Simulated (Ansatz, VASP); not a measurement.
Zn in VASP and in Ansatz

The input INCAR:

```
  ALGO = Normal
  DIPOL = 0.5 0.5 0.500
  EDIFF = 1E-7
  ENCUT = 520
  GGA = PS
  IDIPOL = 3
  ISIF = 2
  ISMEAR = -1
  LASPH = True
  LCHARG = False
  LDIPOL = True
  LREAL = False
  LWAVE = False
  NBANDS = 32
  NELM = 60
  PREC = Accurate
  SIGMA = 0.1
```

KPOINTS

```
k-points
0
Gamma
  16 16 1
```

File POSCAR:

```
Zn
1.0
    2.5896975869      0.0000000000      0.0000000000
   -1.2948487935      2.2427438984      0.0000000000
    0.0000000000      0.0000000000     29.1183000000
Zn
4
Direct
    0.8333333333      0.1666666667      0.3777686619
    0.1666666667      0.8333333333      0.4602767926
    0.8333333333      0.1666666667      0.5397232084
    0.1666666667      0.8333333333      0.6222313381
```

Input for Ansatz:

```yaml
crystal:
  lattice:
    - [2.5896975869, 0.0, 0.0]
    - [-1.2948487935, 2.2427438984, 0.0]
    - [0.0, 0.0, 29.1183]
  atoms:
    - { symbol: Zn, position: [0.8333333333, 0.1666666667, 0.3777686619] }
    - { symbol: Zn, position: [0.1666666667, 0.8333333333, 0.4602767926] }
    - { symbol: Zn, position: [0.8333333333, 0.1666666667, 0.5397232084] }
    - { symbol: Zn, position: [0.1666666667, 0.8333333333, 0.6222313381] }
kpoints:
  mp_grid: { grid: [16, 16, 1] }
scf:
  occupations: { method: fermi_dirac, width: 0.1 }
hamiltonian:
  xc: pbesol
  pseudopotentials: { kind: all_electron, lapw: { basis_error: 0.001 } }
output:
  forces: true
  stress: true
  eigenvalues: true
efield:
  axis: 3
  amplitude: 0
  dipole_correction: true
```

Alike in both runs: task single point; functional PBEsol; k mesh 16 × 16 × 1; occupations fermi-dirac, width 0.1 eV; no spin polarisation.

|  | VASP | Ansatz |
| --- | --- | --- |
| version | VASP 6.6.1 | Ansatz 0.2.0 |
| potentials or method | VASP PAW PBE potentials, release 64 (Zn), cutoff 520 eV | all-electron LAPW, scalar-relativistic |

|  | VASP | Ansatz | Ansatz less VASP |
| --- | --- | --- | --- |
| rms of the force components (eV/Å) | 0.005 | 0.001 | -0.0042 |

VASP's potentials were made for PBE, not for PBEsol. Atom by atom the forces differ by 0.004 eV/Å (rms over components). Ansatz ran all-electron here, and VASP with PAW potentials.
